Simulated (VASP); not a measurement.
A run of VASP 6.6.1 is set up as follows.

File INCAR:

```
PREC = Accurate
ENCUT = 520
EDIFF = 1E-6
ISMEAR = 0
SIGMA = 0.1
LREAL = F
LASPH = T
NELM = 60
ALGO = Normal
ISIF = 2
LWAVE = F
LCHARG = F
GGA = PS
ISYM = 0
NBANDS = 15
```

KPOINTS

```
Automatic mesh
0
Gamma
  12 12 14
```

POSCAR

```
TaN
1.0
    3.0806201195      0.0000001111     -0.0010888769
   -1.5403099635      2.6678953384      0.0010888769
   -1.5412076600      0.8898166573      2.5395023900
Ta N
1 1
Direct
    0.5000000000      0.5000000000      0.5000000000
    0.0000000000      0.0000000000      0.0000000000
```

Potentials or basis: VASP PAW PBE potentials, release 64 (Ta_pv, N).

The run is started by

```console
$ cat potpaw_PBE.64/Ta_pv/POTCAR potpaw_PBE.64/N/POTCAR > POTCAR
$ mpirun -np 1 vasp_std > vasp.out
```

Task: Estimate the pressure.

Result: 2.4 GPa.

Task: Predict the band gap on the k mesh.

Result: Zero (bands 8 and 9 overlap by 4.04 eV).

Stress tensor (GPa, compression positive):
```
 3.13 -0.16 -0.03
-0.16  2.94  0.02
-0.03  0.02  1.01
```

Caveat: the PAW data sets were made with another functional, which shifts forces and pressure a little; spin-orbit coupling is left out, which moves the levels of the heavy elements.
